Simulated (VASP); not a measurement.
# NaCl (Fm-3m) in VASP: notebook, part 2 of 2

VASP 6.6.1. Earlier steps stand in the parts before.

## 4. Single point, PBE (strained)

Contents of INCAR:

```
SYSTEM = NaCl
PREC     = Accurate       ! precision mode
ENCUT    = 520            ! plane-wave cutoff, eV
EDIFF    = 1E-6           ! SCF threshold, eV
ISMEAR   = 0              ! smearing method
SIGMA    = 0.02           ! smearing width, eV
LREAL    = .False.        ! projectors in reciprocal space
LASPH    = .True.         ! aspherical terms in the spheres
NELM     = 80             ! most SCF steps
ALGO     = Normal         ! electronic algorithm
ISIF     = 2              ! what is computed and relaxed
LWAVE    = .False.        ! write WAVECAR
LCHARG   = .True.         ! write CHGCAR
GGA      = PE             ! functional
LELF     = .True.         ! ELF
LVHAR    = .True.       
NBANDS   = 14             ! bands
```

Contents of KPOINTS:

```
regular mesh
0
Gamma
  8 8 8
  0 0 0
```

Contents of POSCAR:

```
NaCl
1.0
    0.0000000000      2.8569525750      2.8569525750
    2.8569525750      0.0000000000      2.8569525750
    2.8569525750      2.8569525750      0.0000000000
Na Cl
1 1
Direct
    0.0000000000      0.0000000000      0.0000000000
    0.5000000000      0.5000000000      0.5000000000
```

Potentials or basis: VASP PAW PBE potentials, release 64 (Na_pv, Cl).

Command:

```console
> cat potpaw_PBE.64/Na_pv/POTCAR potpaw_PBE.64/Cl/POTCAR > POTCAR
> mpirun -np 1 vasp_std > vasp.out
```

OUTCAR:

```text
SYSTEM = NaCl
   PREC = Accurate
   ENCUT = 520
   EDIFF = 1E-6
   ISMEAR = 0
   LREAL = .False.
   LASPH = .True.
   NELM = 80
   ISIF = 2
   GGA = PE

 ion  position               nearest neighbor table
   1  0.000  0.000  0.000-
   2  0.500  0.500  0.500-

  LATTYP: Found a face centered cubic cell.
 ALAT       =     5.7139051500

  Lattice vectors:

 A1 = (   0.0000000000,   2.8569525750,   2.8569525750)
 A2 = (   2.8569525750,   0.0000000000,   2.8569525750)
 A3 = (   2.8569525750,   2.8569525750,   0.0000000000)

Analysis of symmetry for initial positions (statically):
=====================================================================
 Subroutine PRICEL returns:
 Original cell was already a primitive cell.

 Routine SETGRP: Setting up the symmetry group for a
 face centered cubic supercell.

 Subroutine GETGRP returns: Found 48 space group operations
 (whereof 48 operations were pure point group operations)
 out of a pool of 48 trial point group operations.

The static configuration has the point symmetry O_h .

Analysis of symmetry for dynamics (positions and initial velocities):
=====================================================================
 Subroutine PRICEL returns:
 Original cell was already a primitive cell.

 Routine SETGRP: Setting up the symmetry group for a
 face centered cubic supercell.

 Subroutine GETGRP returns: Found 48 space group operations
 (whereof 48 operations were pure point group operations)
 out of a pool of 48 trial point group operations.

The dynamic configuration has the point symmetry O_h .

 Subroutine INISYM returns: Found 48 space group operations
 (whereof 48 operations are pure point group operations),
 and found     1 'primitive' translations

----------------------------------------------------------------------------------------

                                     Primitive cell

  volume of cell :      46.6379

  direct lattice vectors                    reciprocal lattice vectors
     0.000000000  2.856952575  2.856952575    -0.175011656  0.175011656  0.175011656
     2.856952575  0.000000000  2.856952575     0.175011656 -0.175011656  0.175011656
     2.856952575  2.856952575  0.000000000     0.175011656  0.175011656 -0.175011656

  length of vectors
     4.040341079  4.040341079  4.040341079     0.303129079  0.303129079  0.303129079

  position of ions in fractional coordinates (direct lattice)
     0.000000000  0.000000000  0.000000000
     0.500000000  0.500000000  0.500000000

  ion indices of the primitive-cell ions
   primitive index   ion index
                 1           1
                 2           2

----------------------------------------------------------------------------------------

 KPOINTS: regular mesh

Automatic generation of k-mesh.
 Grid dimensions read from file:
 generate k-points for:    8    8    8

 Generating k-lattice:

  Cartesian coordinates                     Fractional coordinates (reciprocal lattice)
    -0.021876457  0.021876457  0.021876457     0.125000000  0.000000000  0.000000000
     0.021876457 -0.021876457  0.021876457     0.000000000  0.125000000  0.000000000
     0.021876457  0.021876457 -0.021876457     0.000000000  0.000000000  0.125000000

  Length of vectors
     0.037891135  0.037891135  0.037891135

  Shift w.r.t. Gamma in fractional coordinates (k-lattice)
     0.000000000  0.000000000  0.000000000

 Subroutine IBZKPT returns following result:
 ===========================================

 Found     29 irreducible k-points:

 Following reciprocal coordinates:
            Coordinates               Weight
  0.000000  0.000000  0.000000      1.000000
  0.125000  0.000000  0.000000      8.000000
  0.250000  0.000000  0.000000      8.000000
  0.375000  0.000000  0.000000      8.000000
  0.500000  0.000000  0.000000      4.000000
  0.125000  0.125000  0.000000      6.000000
[... 16 lines left out ...]
  0.500000  0.250000  0.125000     48.000000
 -0.375000  0.250000  0.125000     24.000000
 [... further k-points ...]
   k-points           NKPTS =     29   k-points in BZ     NKDIM =     29   number of bands    NBANDS=     14
   number of dos      NEDOS =    301   number of ions     NIONS =      2
   total plane-waves  NPLWV =  27000
   dimension x,y,z NGX =    30 NGY =   30 NGZ =   30
   dimension x,y,z NGXF=    60 NGYF=   60 NGZF=   60
   ions per type =               1   1
   NGX,Y,Z   is equivalent  to a cutoff of  12.34, 12.34, 12.34 a.u.
   NGXF,Y,Z  is equivalent  to a cutoff of  24.69, 24.69, 24.69 a.u.
 SYSTEM =  NaCl
   PREC   = accura    normal or accurate (medium, high low for compatibility)
   ISTART =      0    job   : 0-new  1-cont  2-samecut
   ICHARG =      2    charge: 1-file 2-atom 10-const
   ISPIN  =      1    spin polarized calculation?
   LNONCOLLINEAR =      F non collinear calculations
   LSORBIT =      F    spin-orbit coupling
   LASPH  =      T    aspherical Exc in radial PAW
   ENCUT  =  520.0 eV  38.22 Ry    6.18 a.u.   7.51  7.51  7.51*2*pi/ulx,y,z
   NELM   =     80;   NELMIN=  2; NELMDL= -5     # of ELM steps
   EDIFF  = 0.1E-05   stopping-criterion for ELM
   LREAL  =      F    real-space projection
   EDIFFG = 0.1E-04   stopping-criterion for IOM
   NSW    =      0    number of steps for IOM
   IBRION =     -1    ionic relax: 0-MD 1-quasi-New 2-CG
   NFREE  =      0    steps in history (QN), initial steepest desc. (CG)
   ISIF   =      2    stress and relaxation
   ISYM   =      2    0-nonsym 1-usesym 2-fastsym
   POTIM  = 0.5000    time-step for ionic-motion
   TEBEG  =    0.0;   TEEND  =   0.0 temperature during run
   PSTRESS=    0.0 pullay stress
   NELECT =      14.0000    total number of electrons
   NUPDOWN=      -1.0000    fix difference up-down
   EMIN   =  10.00;   EMAX   =-10.00  energy-range for DOS
   EFERMI =   0.00;   METHOD = LEGACY
   ISMEAR =     0;   SIGMA  =   0.02  broadening in eV -4-tet -1-fermi 0-gaus
   EFERMI_NEDOS =   21; number of points for ismear=-14 and -15
   IALGO  =     38    algorithm
   IMIX   =      4    mixing-type and parameters
     AMIX     =   0.40;   BMIX     =  1.00
     AMIX_MAG =   1.60;   BMIX_MAG =  1.00
  volume/ion in A,a.u.               =      23.32       157.36
  Fermi-wavevector in a.u.,A,eV,Ry     =   1.096153  2.071429 16.348097  1.201551
  Thomas-Fermi vector in A             =   2.232490
   LORBIT       =      0    0 simple, 1 ext, 2 COOP (PROOUT), +10 PAW based schemes
   GGA     = PE    functional components
   LHFCALC =     F    Hartree Fock is set to
   AEXX    =    0.0000 exact exchange contribution
   IVDW    =     0    specifies the selected vdW correction
   LEPSILON=     F    determine dielectric tensor
   LRPA    =     F    only Hartree local field effects (RPA)
 non-spin polarized calculation
 Gauss-broadening in eV      SIGMA  =   0.02
  energy-cutoff  :      520.00
  volume of cell :       46.64
 maximum number of plane-waves:      1283
   NGX = 15   NGY = 15   NGZ = 15

 number of electron      13.9999993 magnetization

 Free energy of the ion-electron system (eV)
  ---------------------------------------------------
  ext. energy  EPLUGINS =         0.00000000
  ---------------------------------------------------
  free energy    TOTEN  =        -6.77763230 eV

  energy without entropy =       -6.77763230  energy(sigma->0) =       -6.77763230

 E-fermi :  -0.7973     XC(G=0):  -8.0008

 val. band max:       -0.9510471056   @ k =   0.0000   0.0000   0.0000
 cond. band min:       4.0091556827   @ k =   0.0000   0.0000   0.0000
 fundamental gap:      4.9602027883
 Fermi energy:        -0.7973402313

 k-point     1 :       0.0000    0.0000    0.0000
  band No.  band energies     occupation
      1     -21.8483      2.00000
      2     -21.8482      2.00000
      3     -21.8482      2.00000
      4     -13.5252      2.00000
      5      -0.9510      2.00000
      6      -0.9510      2.00000
      7      -0.9510      2.00000
      8       4.0092      0.00000
      9      10.1263      0.00000
     10      10.1263      0.00000
     11      10.1263      0.00000
     12      12.2371      0.00000
     13      12.2371      0.00000
     14      13.7781      0.00000
[... 377 lines left out ...]
      1     -21.8677      2.00000
      2     -21.8551      2.00000
      3     -21.8519      2.00000
      4     -13.1967      2.00000
      5      -2.5005      2.00000
      6      -1.6612      2.00000
      7      -1.3327      2.00000
      8       7.2771      0.00000
      9       8.4110      0.00000
     10       9.1585      0.00000
     11      10.6353      0.00000
     12      13.1962      0.00000
     13      14.4049      0.00000
     14      15.4648      0.00000

 [... further k-points ...]

------------------------ aborting loop because EDIFF is reached ----------------------------------------

  FORCE on cell =-STRESS in cart. coord.  units (eV):
  Direction    XX          YY          ZZ          XY          YZ          ZX
  --------------------------------------------------------------------------------------
  -------------------------------------------------------------------------------------
  Total       -0.0712644     -0.0712644     -0.0712644      0.0000000      0.0000000      0.0000000
  in kB       -2.4481832     -2.4481832     -2.4481832      0.0000000      0.0000000      0.0000000
  external PRESSURE =      -2.4481832 kB  Pullay stress =       0.0000000 kB

 VOLUME and BASIS-vectors are now :
 -----------------------------------------------------------------------------
  energy-cutoff  :      520.00
  volume of cell :       46.64
      direct lattice vectors                 reciprocal lattice vectors
     0.000000000  2.856952575  2.856952575    -0.175011656  0.175011656  0.175011656
     2.856952575  0.000000000  2.856952575     0.175011656 -0.175011656  0.175011656
     2.856952575  2.856952575  0.000000000     0.175011656  0.175011656 -0.175011656

 POSITION                                       TOTAL-FORCE (eV/Angst)
 -----------------------------------------------------------------------------------
      0.00000      0.00000      0.00000         0.000000      0.000000      0.000000
      2.85695      2.85695      2.85695         0.000000      0.000000     -0.000000
 -----------------------------------------------------------------------------------
    total drift:                               -0.000000      0.000000      0.000000

  FREE ENERGIE OF THE ION-ELECTRON SYSTEM (eV)
  ---------------------------------------------------
  free  energy   TOTEN  =        -6.7776323007 eV

  energy  without entropy=       -6.7776323007  energy(sigma->0) =       -6.77763230
```

Run time: 16 s. Hardware: 1 thread of Intel Xeon Platinum 8488C (Sapphire Rapids), shared host; peak memory 0.16 GiB.

What came out:

```yaml
Free_energy: -6.7776 eV
Pressure: -0.2 GPa
Band_gap_on_the_k_mesh: 4.96 eV
```

Caveat: the cell differs from its parent crystal (strained).

## 5. Single point, PBE (strained)

Contents of INCAR:

```
SYSTEM = NaCl
PREC     = Accurate       ! precision mode
ENCUT    = 520            ! plane-wave cutoff, eV
EDIFF    = 1E-6           ! SCF threshold, eV
ISMEAR   = 0              ! smearing method
SIGMA    = 0.02           ! smearing width, eV
LREAL    = .FALSE.        ! projectors in reciprocal space
LASPH    = .TRUE.         ! aspherical terms in the spheres
NELM     = 100            ! most SCF steps
ALGO     = Normal         ! electronic algorithm
ISIF     = 2              ! what is computed and relaxed
LWAVE    = .FALSE.        ! write WAVECAR
LCHARG   = .FALSE.        ! write CHGCAR
GGA      = PE             ! functional
NBANDS   = 14             ! bands
```

Contents of KPOINTS:

```
Automatic mesh
0
G
  8 8 8
  0 0 0
```

Contents of POSCAR:

```
NaCl
1.0
    0.0000000000      2.9093116325      2.9093116325
    2.9093116325      0.0000000000      2.9093116325
    2.9093116325      2.9093116325      0.0000000000
Na Cl
1 1
Direct
    0.0000000000      0.0000000000      0.0000000000
    0.5000000000      0.5000000000      0.5000000000
```

Potentials or basis: VASP PAW PBE potentials, release 64 (Na_pv, Cl).

Command:

```console
> cat potpaw_PBE.64/Na_pv/POTCAR potpaw_PBE.64/Cl/POTCAR > POTCAR
> mpirun -np 1 vasp_std > vasp.out
```

OUTCAR:

```text
SYSTEM = NaCl
   PREC = Accurate
   ENCUT = 520
   EDIFF = 1E-6
   ISMEAR = 0
   LREAL = .FALSE.
   LASPH = .TRUE.
   NELM = 100
   ISIF = 2
   GGA = PE

 ion  position               nearest neighbor table
   1  0.000  0.000  0.000-
   2  0.500  0.500  0.500-

  LATTYP: Found a face centered cubic cell.
 ALAT       =     5.8186232650

  Lattice vectors:

 A1 = (   0.0000000000,   2.9093116325,   2.9093116325)
 A2 = (   2.9093116325,   0.0000000000,   2.9093116325)
 A3 = (   2.9093116325,   2.9093116325,   0.0000000000)

Analysis of symmetry for initial positions (statically):
=====================================================================
 Subroutine PRICEL returns:
 Original cell was already a primitive cell.

 Routine SETGRP: Setting up the symmetry group for a
 face centered cubic supercell.

 Subroutine GETGRP returns: Found 48 space group operations
 (whereof 48 operations were pure point group operations)
 out of a pool of 48 trial point group operations.

The static configuration has the point symmetry O_h .
[... 171 lines left out ...]
      2     -22.2534      2.00000
      3     -22.2534      2.00000
      4     -13.7037      2.00000
      5      -1.2369      2.00000
      6      -1.2369      2.00000
      7      -1.2369      2.00000
      8       3.5314      0.00000
      9       9.7718      0.00000
     10       9.7718      0.00000
     11       9.7718      0.00000
     12      11.8162      0.00000
     13      11.8162      0.00000
     14      13.2674      0.00000
[... 377 lines left out ...]
      1     -22.2683      2.00000
      2     -22.2588      2.00000
      3     -22.2563      2.00000
      4     -13.4247      2.00000
      5      -2.6558      2.00000
      6      -1.8810      2.00000
      7      -1.5811      2.00000
      8       6.8459      0.00000
      9       7.8547      0.00000
     10       8.6781      0.00000
     11      10.1418      0.00000
     12      12.6264      0.00000
     13      13.7705      0.00000
     14      14.8768      0.00000

 [... further k-points ...]

------------------------ aborting loop because EDIFF is reached ----------------------------------------

  FORCE on cell =-STRESS in cart. coord.  units (eV):
  Direction    XX          YY          ZZ          XY          YZ          ZX
  --------------------------------------------------------------------------------------
  -------------------------------------------------------------------------------------
  Total       -0.4095517     -0.4095517     -0.4095517     -0.0000000      0.0000000     -0.0000000
  in kB      -13.3235072    -13.3235072    -13.3235072     -0.0000000      0.0000000     -0.0000000
  external PRESSURE =     -13.3235072 kB  Pullay stress =       0.0000000 kB

 VOLUME and BASIS-vectors are now :
 -----------------------------------------------------------------------------
  energy-cutoff  :      520.00
  volume of cell :       49.25
      direct lattice vectors                 reciprocal lattice vectors
     0.000000000  2.909311633  2.909311633    -0.171861960  0.171861960  0.171861960
     2.909311633  0.000000000  2.909311633     0.171861960 -0.171861960  0.171861960
     2.909311633  2.909311633  0.000000000     0.171861960  0.171861960 -0.171861960

 POSITION                                       TOTAL-FORCE (eV/Angst)
 -----------------------------------------------------------------------------------
      0.00000      0.00000      0.00000        -0.000000     -0.000000      0.000000
      2.90931      2.90931      2.90931         0.000000      0.000000     -0.000000
 -----------------------------------------------------------------------------------
    total drift:                                0.000000     -0.000000     -0.000000

  FREE ENERGIE OF THE ION-ELECTRON SYSTEM (eV)
  ---------------------------------------------------
  free  energy   TOTEN  =        -6.7649652093 eV

  energy  without entropy=       -6.7649652093  energy(sigma->0) =       -6.76496521
```

OSZICAR:

```text
N       E                     dE             d eps       ncg     rms          rms(c)
DAV:   1     0.101812264302E+03    0.10181E+03   -0.69981E+03   812   0.967E+02
DAV:   2     0.198673367417E+01   -0.99826E+02   -0.91320E+02   886   0.262E+02
DAV:   3    -0.683664613293E+01   -0.88234E+01   -0.87719E+01  1040   0.726E+01
DAV:   4    -0.698202502580E+01   -0.14538E+00   -0.14530E+00   956   0.103E+01
DAV:   5    -0.698526906295E+01   -0.32440E-02   -0.32438E-02  1076   0.154E+00    0.214E+00
DAV:   6    -0.677098263924E+01    0.21429E+00   -0.37056E-01   998   0.330E+00    0.158E+00
DAV:   7    -0.675850126192E+01    0.12481E-01   -0.84043E-02  1088   0.159E+00    0.108E+00
DAV:   8    -0.676489539691E+01   -0.63941E-02   -0.11071E-02   890   0.864E-01    0.282E-01
DAV:   9    -0.676480846380E+01    0.86933E-04   -0.21313E-04  1046   0.110E-01    0.175E-01
DAV:  10    -0.676497995194E+01   -0.17149E-03   -0.45736E-04   902   0.142E-01    0.811E-02
DAV:  11    -0.676496586242E+01    0.14090E-04   -0.21491E-05  1052   0.376E-02    0.246E-02
DAV:  12    -0.676496520930E+01    0.65312E-06   -0.40106E-06   974   0.153E-02
   1 F= -.67649652E+01 E0= -.67649652E+01  d E =-.124090E-16
```

Run time: 16 s. Hardware: 1 thread of Intel Xeon Platinum 8488C (Sapphire Rapids), shared host; peak memory 0.16 GiB.

What came out:

```
Free energy            : -6.7650 eV
Pressure               : -1.3 GPa
Band gap on the k mesh : 4.77 eV
```

Levels at points of the mesh, in eV from the valence-band top:
| k point | band 3 | band 4 | band 5 | band 6 | band 7 | band 8 | band 9 | band 10 | band 11 | band 12 |
| --- | --- | --- | --- | --- | --- | --- | --- | --- | --- | --- |
| (0.00, 0.00, 0.00) | -21.02 | -12.47 | 0.00 | 0.00 | 0.00 | 4.77 | 11.01 | 11.01 | 11.01 | 13.05 |
| (0.50, 0.00, 0.00) | -21.02 | -12.21 | -1.66 | -0.22 | -0.22 | 7.10 | 9.88 | 10.73 | 10.73 | 14.37 |
| (0.50, 0.50, 0.00) | -21.02 | -12.17 | -1.43 | -0.51 | -0.51 | 7.25 | 8.13 | 10.68 | 13.96 | 13.96 |

Caveat: the cell differs from its parent crystal (strained). A k mesh can miss the band edges.

## 6. The runs side by side

```tsv
level	cell	cutoff (eV)	gap on the mesh (eV)	pressure (GPa)
r2SCAN	a = 3.917 Å, angles 60.0°, 2 atoms	550	6.15	0.9
PBE	a = 4.023 Å, angles 60.0°, 2 atoms	520	5.01	0.0
PBE	a = 4.040 Å, angles 60.0°, 2 atoms	520	4.96	-0.2
PBE	a = 4.114 Å, angles 60.0°, 2 atoms	520	4.77	-1.3
```

Alike in all rows: task single point; potentials or basis VASP PAW PBE potentials, release 64 (Na_pv, Cl); no spin polarisation; k mesh 8 × 8 × 8; smearing gaussian 0.02 eV.

Caveats: the PAW data sets were made with another functional, which shifts forces and pressure a little (at least some runs).

Absolute energies hang on the potentials; compare differences alone.
